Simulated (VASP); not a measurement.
Wanted: the native input for a VASP 6.6.1 run.

```yaml
Task: single point
Functional: r2SCAN
Potentials_or_basis: VASP PAW PBE potentials, release 64 (W_sv)
Cutoff: 520 eV
k_mesh: 20 × 20 × 20
Occupations: gaussian, width 0.15 eV
Spin: no spin polarisation
Dipole_correction: no
Further_INCAR_settings: ALGO = Normal; EDIFF = 1e-06; NBANDS = 13
```

Crystal: W.

```
W
1.0
    -1.55737    1.55737    1.63723
     1.55737   -1.55737    1.63723
     1.55737    1.55737   -1.63723
W
1
Direct
  0.00000 0.00000 0.00000
```

This cell differs from its parent crystal: strain -0.025 along x and y, +0.025 along z.

These files were run (other wordings do the same):

POSCAR

```
W
1.0
   -1.5573675000      1.5573675000      1.6372325000
    1.5573675000     -1.5573675000      1.6372325000
    1.5573675000      1.5573675000     -1.6372325000
W
1
Direct
    0.0000000000      0.0000000000      0.0000000000
```

INCAR.step1

```
SYSTEM = W
PREC = Accurate ; ENCUT = 520
ISMEAR = 0 ; SIGMA = 0.15
LREAL = .False. ; LASPH = .True.
NELM = 60 ; NBANDS = 13
GGA = PE ; ALGO = Normal
EDIFF = 1E-4 ; LWAVE = .True.
LCHARG = .False.
```

INCAR.step2

```
SYSTEM = W
PREC = Accurate ; ENCUT = 520
EDIFF = 1E-6 ; ISMEAR = 0
SIGMA = 0.15 ; LREAL = .False.
LASPH = .True. ; NELM = 60
ALGO = Normal ; ISIF = 2
LWAVE = .False. ; LCHARG = .True.
METAGGA = R2SCAN ; LMIXTAU = .True.
LELF = .True. ; LVHAR = .True.
NBANDS = 13 ; ISTART = 1
```

KPOINTS

```
regular mesh
0
Gamma
  20 20 20
  0 0 0
```

Potentials or basis: VASP PAW PBE potentials, release 64 (W_sv).

Command:

```sh
$ cat potpaw_PBE.64/W_sv/POTCAR > POTCAR
$ cp INCAR.step1 INCAR
$ mpirun -np 1 vasp_std > vasp.out
$ cp INCAR.step2 INCAR
$ mpirun -np 1 vasp_std > vasp.out
```

It gave:

```yaml
Pressure: 2.1 GPa
Band_gap_on_the_k_mesh: zero (bands 7 and 8 overlap by 6.16 eV)
```

Caveat: the cell differs from its parent crystal (strain -0.025 along x and y, +0.025 along z); the stress differs along the axes, from -9 to 8 GPa; the PAW data sets were made with another functional, which shifts forces and pressure a little; spin-orbit coupling is left out, which moves the levels of the heavy elements.

Run time: 3.5 min on 1 thread of AMD EPYC 9R45 96-Core Processor (Zen 5), on a shared host, peak memory 0.2 GiB.
